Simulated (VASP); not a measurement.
# In7O (R-3) in VASP: a series of runs

In7O is run at these levels: PBE; tasks: single point, relaxation of cell and atoms.

Everything below comes from runs of VASP 6.6.1. Logs are shortened: lines on timing, memory, paths and dates and some standing lists are left out, and cuts for length are marked.

### 1 The cell of the first run

Symmetry: R-3, No. 148, trigonal system. Conventional cell: a = 9.187 Å, b = 9.187 Å, c = 8.272 Å, α = 90.00°, β = 90.00°, γ = 120.00°. In (site symmetry 1) has 1 O at 2.47 Å and 12 In at 3.18 to 3.54 Å within 3.6 Å. In (site symmetry -3) has 12 In at 3.39 to 3.54 Å and 2 O at 4.14 Å within 4.5 Å. Within 3.3 Å of O (site symmetry -3) lie 6 In at 2.47 Å.

### 2 Single point, PBE (with an interstitial atom)

INCAR reads:

```
PREC = Accurate
ENCUT = 600
EDIFF = 1E-6
ISMEAR = 0
SIGMA = 0.2
LREAL = F
LASPH = T
NELM = 120
ALGO = Normal
ISIF = 2
LWAVE = F
LCHARG = T
GGA = PE
LELF = T
LVHAR = T
NBANDS = 58
GGA_COMPAT = F
```

KPOINTS reads:

```
regular mesh
0
Gamma
  3 3 3
```

POSCAR reads:

```
In7O
1.0
    4.5934603270      2.6520355546      2.7572417987
   -4.5934603270      2.6520355546      2.7572417987
    0.0000000000     -5.3040711143      2.7572417937
In O
7 1
Direct
    0.9379827622      0.3750249079      0.2015991266
    0.3750249079      0.2015991266      0.9379827622
    0.7984008734      0.0620172378      0.6249750921
    0.6249750921      0.7984008734      0.0620172378
    0.0620172378      0.6249750921      0.7984008734
    0.2015991266      0.9379827622      0.3750249079
    0.5000000000      0.5000000000      0.5000000000
    0.0000000000      0.0000000000      0.0000000000
```

Potentials or basis: VASP PAW PBE potentials, release 64 (In_d, O).

On the command line:

```bash
cat potpaw_PBE.64/In_d/POTCAR potpaw_PBE.64/O/POTCAR > POTCAR
mpirun -np 1 vasp_std > vasp.out
```

OUTCAR:

```text
PREC = Accurate
   ENCUT = 600
   EDIFF = 1E-6
   ISMEAR = 0
   LREAL = F
   LASPH = T
   NELM = 120
   ISIF = 2
   GGA = PE

 ion  position               nearest neighbor table
   1  0.938  0.375  0.202-   8 2.47   5 3.18   2 3.33   6 3.33   7 3.39   3 3.48   4 3.48   5 3.50
                             2 3.50   6 3.50   7 3.54   3 3.54   4 3.54
   2  0.375  0.202  0.938-   8 2.47   4 3.18   6 3.33   1 3.33   7 3.39   3 3.48   5 3.48   4 3.50
                             6 3.50   1 3.50   7 3.54   3 3.54   5 3.54
   3  0.798  0.062  0.625-   8 2.47   6 3.18   4 3.33   5 3.33   7 3.39   1 3.48   2 3.48   6 3.50
                             4 3.50   5 3.50   7 3.54   1 3.54   2 3.54
   4  0.625  0.798  0.062-   8 2.47   2 3.18   3 3.33   5 3.33   7 3.39   6 3.48   1 3.48   2 3.50
                             3 3.50   5 3.50   7 3.54   6 3.54   1 3.54
   5  0.062  0.625  0.798-   8 2.47   1 3.18   4 3.33   3 3.33   7 3.39   6 3.48   2 3.48   1 3.50
                             4 3.50   3 3.50   7 3.54   6 3.54   2 3.54
   6  0.202  0.938  0.375-   8 2.47   3 3.18   2 3.33   1 3.33   7 3.39   5 3.48   4 3.48   3 3.50
                             2 3.50   1 3.50   7 3.54   5 3.54   4 3.54
   7  0.500  0.500  0.500-   4 3.39   2 3.39   5 3.39   1 3.39   6 3.39   3 3.39   4 3.54   2 3.54
                             5 3.54   1 3.54   6 3.54   3 3.54
   8  0.000  0.000  0.000-   3 2.47   6 2.47   5 2.47   1 2.47   2 2.47   4 2.47

  LATTYP: Found a trigonal (rhomboedric) cell.
 ALAT       =     5.9779221051
 COS(alpha) =    -0.1808899644

  Lattice vectors:

 A1 = (   4.5934603270,   2.6520355546,   2.7572417987)
 A2 = (  -4.5934603270,   2.6520355546,   2.7572417987)
 A3 = (   0.0000000000,  -5.3040711143,   2.7572417937)

Analysis of symmetry for initial positions (statically):
=====================================================================
 Subroutine PRICEL returns:
 Original cell was already a primitive cell.

 Routine SETGRP: Setting up the symmetry group for a
 trigonal (rhombohedral) supercell.

 Subroutine GETGRP returns: Found  6 space group operations
 (whereof  6 operations were pure point group operations)
 out of a pool of 12 trial point group operations.

The static configuration has the point symmetry S_6 .

Analysis of symmetry for dynamics (positions and initial velocities):
=====================================================================
 Subroutine PRICEL returns:
 Original cell was already a primitive cell.

 Routine SETGRP: Setting up the symmetry group for a
 trigonal (rhombohedral) supercell.

 Subroutine GETGRP returns: Found  6 space group operations
 (whereof  6 operations were pure point group operations)
 out of a pool of 12 trial point group operations.

The dynamic configuration has the point symmetry S_6 .
[... 102 lines left out ...]
   PSTRESS=    0.0 pullay stress
   NELECT =      97.0000    total number of electrons
   NUPDOWN=      -1.0000    fix difference up-down
   EMIN   =  10.00;   EMAX   =-10.00  energy-range for DOS
   EFERMI =   0.00;   METHOD = LEGACY
   ISMEAR =     0;   SIGMA  =   0.20  broadening in eV -4-tet -1-fermi 0-gaus
   EFERMI_NEDOS =   21; number of points for ismear=-14 and -15
   IALGO  =     38    algorithm
   IMIX   =      4    mixing-type and parameters
     AMIX     =   0.40;   BMIX     =  1.00
     AMIX_MAG =   1.60;   BMIX_MAG =  1.00
  volume/ion in A,a.u.               =      25.19       170.00
  Fermi-wavevector in a.u.,A,eV,Ry     =   1.282971  2.424464 22.395398  1.646015
  Thomas-Fermi vector in A             =   2.415252
   LORBIT       =      0    0 simple, 1 ext, 2 COOP (PROOUT), +10 PAW based schemes
   GGA     = PE    functional components
   LHFCALC =     F    Hartree Fock is set to
   AEXX    =    0.0000 exact exchange contribution
   IVDW    =     0    specifies the selected vdW correction
   LEPSILON=     F    determine dielectric tensor
   LRPA    =     F    only Hartree local field effects (RPA)
 non-spin polarized calculation
 Gauss-broadening in eV      SIGMA  =   0.20
  energy-cutoff  :      600.00
  volume of cell :      201.53
 maximum number of plane-waves:      6758
   NGX = 23   NGY = 23   NGZ = 23

 number of electron      97.0000016 magnetization

 Free energy of the ion-electron system (eV)
  ---------------------------------------------------
  ext. energy  EPLUGINS =         0.00000000
  ---------------------------------------------------
  free energy    TOTEN  =       -24.19738478 eV

  energy without entropy =      -24.13607358  energy(sigma->0) =      -24.16672918

 E-fermi :   6.9353     XC(G=0): -10.0173

 val. band max:        6.8575676624   @ k =   0.3333   0.3333   0.0000
 cond. band min:       7.0860632580   @ k =   0.0000   0.0000   0.0000
 fundamental gap:      0.2284955956
 Fermi energy:         6.9352849295

 k-point     1 :       0.0000    0.0000    0.0000
  band No.  band energies     occupation
      1     -11.6465      2.00000
      2      -7.8729      2.00000
      3      -7.8729      2.00000
      4      -7.8391      2.00000
      5      -7.8361      2.00000
      6      -7.8361      2.00000
[... 355 lines left out ...]
     57      11.3909      0.00000
     58      11.4747      0.00000

------------------------ aborting loop because EDIFF is reached ----------------------------------------

  FORCE on cell =-STRESS in cart. coord.  units (eV):
  Direction    XX          YY          ZZ          XY          YZ          ZX
  --------------------------------------------------------------------------------------
  -------------------------------------------------------------------------------------
  Total        0.0542738      0.0542738     -0.1611651     -0.0000006      0.0000000      0.0000000
  in kB        0.4314750      0.4314750     -1.2812569     -0.0000050      0.0000000      0.0000000
  external PRESSURE =      -0.1394356 kB  Pullay stress =       0.0000000 kB

 VOLUME and BASIS-vectors are now :
 -----------------------------------------------------------------------------
  energy-cutoff  :      600.00
  volume of cell :      201.53
      direct lattice vectors                 reciprocal lattice vectors
     4.593460327  2.652035555  2.757241799     0.108850401  0.062844808  0.120893762
    -4.593460327  2.652035555  2.757241799    -0.108850401  0.062844808  0.120893762
     0.000000000 -5.304071114  2.757241794     0.000000000 -0.125689617  0.120893762

 POSITION                                       TOTAL-FORCE (eV/Angst)
 -----------------------------------------------------------------------------------
      2.58592      2.41285      4.17614         0.016702      0.027228      0.022058
      0.79662     -3.44590      4.17614         0.015229     -0.028078      0.022058
      3.38255     -1.03305      4.09559         0.031931     -0.000850     -0.022058
     -0.79662      3.44590      4.09559        -0.015229      0.028078     -0.022058
     -2.58592     -2.41285      4.09559        -0.016702     -0.027228     -0.022058
     -3.38255      1.03305      4.17614        -0.031931      0.000850      0.022058
      0.00000     -0.00000      4.13586         0.000000     -0.000000      0.000000
      0.00000      0.00000      0.00000         0.000000     -0.000000      0.000000
 -----------------------------------------------------------------------------------
    total drift:                                0.000000     -0.000000      0.000000

  FREE ENERGIE OF THE ION-ELECTRON SYSTEM (eV)
  ---------------------------------------------------
  free  energy   TOTEN  =       -24.1973847755 eV

  energy  without entropy=      -24.1360735776  energy(sigma->0) =      -24.16672918
```

Wall time 2.1 min (1 thread of AMD EPYC 9R45 (Zen 5), shared host); peak memory 0.32 GiB.

Results:

| Property | Result |
| --- | --- |
| Free energy | -24.1974 eV |
| Pressure | 0.0 GPa |
| Largest force | 0.039 eV/Å |
| Band gap on the k mesh | zero (an odd number of electrons rules out a gap without spin polarisation) |

Forces in eV/Å, atoms in the order of the input:
```
In   0.017  0.027  0.022
In   0.015 -0.028  0.022
In   0.032 -0.001 -0.022
In  -0.015  0.028 -0.022
In  -0.017 -0.027 -0.022
In  -0.032  0.001  0.022
In   0.000  0.000  0.000
O    0.000  0.000  0.000
```

Levels at points of the mesh, in eV from the Fermi level:
```csv
k point,band 46,band 47,band 48,band 49,band 50,band 51,band 52,band 53
"(0.00, 0.00, 0.00)",-2.14,-1.17,-1.17,-0.82,0.15,0.15,0.58,2.57
```

Caveat: the k points lie up to 0.37 Å⁻¹ apart, too coarse for converged energies and pressures of a metal; the cell differs from its parent crystal (with an interstitial atom); spin-orbit coupling is left out, which moves the levels of the heavy elements; an odd number of electrons without spin polarisation forces a metal; a magnetic or distorted state may lie lower.

### 3 Relaxation of cell and atoms, PBE (with an interstitial atom)

INCAR reads:

```
SYSTEM = In7O
ALGO     = Normal         ! electronic algorithm
EDIFF    = 1E-7           ! SCF threshold, eV
EDIFFG   = -0.08          ! ionic threshold
ENCUT    = 600            ! plane-wave cutoff, eV
GGA      = PE             ! functional
GGA_COMPAT= .FALSE.      
IBRION   = 2              ! ionic algorithm
ISIF     = 3              ! what is computed and relaxed
ISMEAR   = 0              ! smearing method
LASPH    = .TRUE.         ! aspherical terms in the spheres
LCHARG   = .FALSE.        ! write CHGCAR
LREAL    = .FALSE.        ! projectors in reciprocal space
LWAVE    = .FALSE.        ! write WAVECAR
NELM     = 120            ! most SCF steps
NELMIN   = 4            
NSW      = 36             ! ionic steps
PREC     = Accurate       ! precision mode
SIGMA    = 0.2            ! smearing width, eV
```

KPOINTS reads:

```
k-points
0
G
  3 3 3
  0 0 0
```

POSCAR reads:

```
In7O
1.0
    4.4000000000      2.5403411800      2.6600000000
   -4.4000000000      2.5403411800      2.6600000000
    0.0000000000     -5.0806823700      2.6600000000
In O
7 1
Direct
    0.9286000000      0.3571000000      0.2143000000
    0.3571000000      0.2143000000      0.9286000000
    0.7857000000      0.0714000000      0.6429000000
    0.6429000000      0.7857000000      0.0714000000
    0.0714000000      0.6429000000      0.7857000000
    0.2143000000      0.9286000000      0.3571000000
    0.5000000000      0.5000000000      0.5000000000
    0.0000000000      0.0000000000      0.0000000000
```

Potentials or basis: VASP PAW PBE potentials, release 64 (In_d, O).

On the command line:

```bash
cat potpaw_PBE.64/In_d/POTCAR potpaw_PBE.64/O/POTCAR > POTCAR
mpirun -np 1 vasp_std > vasp.out
```

Run time: 12 min. Hardware: 1 thread of AMD EPYC 7R13 (Zen 3), shared host; peak memory 0.33 GiB.

Results (log left out):

```
Free energy                           : -24.1851 eV
Relaxed volume                        : 25.25 Å³/atom
Relaxed cell                          : a = 5.991 Å, b = 5.991 Å, c = 5.991 Å, α = 100.77°, β = 100.77°, γ = 100.77°
Space group after relaxing (to 0.1 Å) : R-3 (No. 148)
Energy gained by relaxing             : 77.7 meV/atom
Ionic steps                           : 9
Pressure after relaxing               : 0.1 GPa
Largest force after relaxing          : 0.075 eV/Å
Band gap on the k mesh                : zero (an odd number of electrons rules out a gap without spin polarisation)
```

Forces in eV/Å, atoms in the order of the input:
```
In  -0.007 -0.026  0.070
In  -0.019  0.019  0.070
In  -0.026 -0.007 -0.070
In   0.019 -0.019 -0.070
In   0.007  0.026 -0.070
In   0.026  0.007  0.070
In   0.000  0.000  0.000
O    0.000  0.000  0.000
```

Stress tensor (GPa, compression positive):
```
0.00 0.00 0.00
0.00 0.00 0.00
0.00 0.00 0.16
```

The path:
```csv
step,energy change (eV),largest force (eV/Å),pressure (GPa),volume (Å³)
1,0.0000,0.6853,6.95,178.39
2,-0.5051,0.2337,-0.51,204.55
3,-0.5089,0.2262,-0.04,202.06
4,-0.5088,0.2269,-0.14,202.55
5,-0.5237,0.2139,-0.16,202.64
6,-0.5623,0.1742,-0.19,202.90
7,-0.6070,0.1048,-0.16,203.40
8,-0.6103,0.1022,-0.11,203.60
9,-0.6220,0.0750,0.05,201.99
```

Final structure:
```
CELL_PARAMETERS angstrom
4.61536 2.66468 2.73735
-4.61536 2.66468 2.73735
0.00000 -5.32936 2.73735
ATOMIC_POSITIONS crystal
In 0.93792 0.37456 0.19773
In 0.37456 0.19773 0.93792
In 0.80227 0.06208 0.62544
In 0.62544 0.80227 0.06208
In 0.06208 0.62544 0.80227
In 0.19773 0.93792 0.37456
In 0.50000 0.50000 0.50000
O 0.00000 0.00000 0.00000
```

Levels at points of the mesh, in eV from the Fermi level:
```tsv
k point	band 45	band 46	band 47	band 48	band 49	band 50	band 51	band 52	band 53	band 54
(0.00, 0.00, 0.00)	-2.71	-2.16	-1.22	-1.22	-0.81	0.14	0.14	0.61	2.63	2.63
```

Caveat: the k points lie up to 0.37 Å⁻¹ apart in the final cell, too coarse for converged energies and pressures of a metal; the cell differs from its parent crystal (with an interstitial atom); spin-orbit coupling is left out, which moves the levels of the heavy elements; an odd number of electrons without spin polarisation forces a metal; a magnetic or distorted state may lie lower; the relaxation stopped at a loose force limit of 0.08 eV/Å, so its end isn't a converged minimum.
